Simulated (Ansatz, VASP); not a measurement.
Two plane-wave programs on Zn

The input INCAR:

```
SYSTEM = Zn
PREC = Accurate
ENCUT = 520
EDIFF = 1E-7
ISMEAR = -1
SIGMA = 0.1
LREAL = .FALSE.
LASPH = .TRUE.
NELM = 80
ALGO = Normal
ISIF = 2
LWAVE = .FALSE.
LCHARG = .TRUE.
LELF = .TRUE.
LVHAR = .TRUE.
ISYM = 0
NBANDS = 19
```

Contents of KPOINTS:

```
regular mesh
0
G
  7 7 4
  0 0 0
```

Contents of POSCAR:

```
Zn
1.0
    1.4818690000      2.5666710000      0.0000000000
   -1.4818690000      2.5666710000      0.0000000000
    0.0000000000      0.0000000000      4.6531370000
Zn
2
Direct
    0.3333300000      0.3333400000      0.2500000000
    0.6666600000      0.6666700000      0.7500000000
```

Input for Ansatz:

```yaml
crystal:
  lattice:
    - [1.481869, 2.566671, 0.0]
    - [-1.481869, 2.566671, 0.0]
    - [0.0, 0.0, 4.653137]
  atoms:
    - { symbol: Zn, position: [0.33333, 0.33334, 0.25] }
    - { symbol: Zn, position: [0.66666, 0.66667, 0.75] }
  symmetry: { detect: false }
kpoints:
  mp_grid: { grid: [7, 7, 4], shift: [0, 0, 0] }
magnetization:
  spin_polarized: false
scf:
  occupations: { method: fermi_dirac }
  eigensolver: { kind: davidson }
hamiltonian:
  pseudopotentials: { kind: paw }
  xc: lda
basis:
  ecutwfc: 420
output:
  forces: true
  stress: true
  eigenvalues: true
```

Alike in both runs: task single point; functional LDA; k mesh 7 × 7 × 4; no spin polarisation.

|  | VASP | Ansatz |
| --- | --- | --- |
| version | VASP 6.6.1 | Ansatz 0.2.0 |
| potentials or method | VASP PAW LDA potentials, release 64 (Zn), cutoff 520 eV | PAW plane waves |
| occupations | fermi-dirac, width 0.1 eV | fermi-dirac |
| valence electrons in the cell | 24 | 24 |

Ansatz gave:

| Quantity | Value |
| --- | --- |
| gap on the k mesh at the Fermi level (eV) | none |
| pressure (GPa) | -13.1 |
| traceless stress, the component that is largest in VASP (GPa) | 2.59 |

**Question.** What did VASP give for the same quantities?

**Answer.** gap on the k mesh at the Fermi level (eV): none; pressure (GPa): -12.8; traceless stress, the component that is largest in VASP (GPa): 2.63.

LDA's correlation is that of Perdew and Zunger in VASP and of Perdew and Wang (1992) in Ansatz. A gap of «none» marks a metal or a gap that the smearing closes.
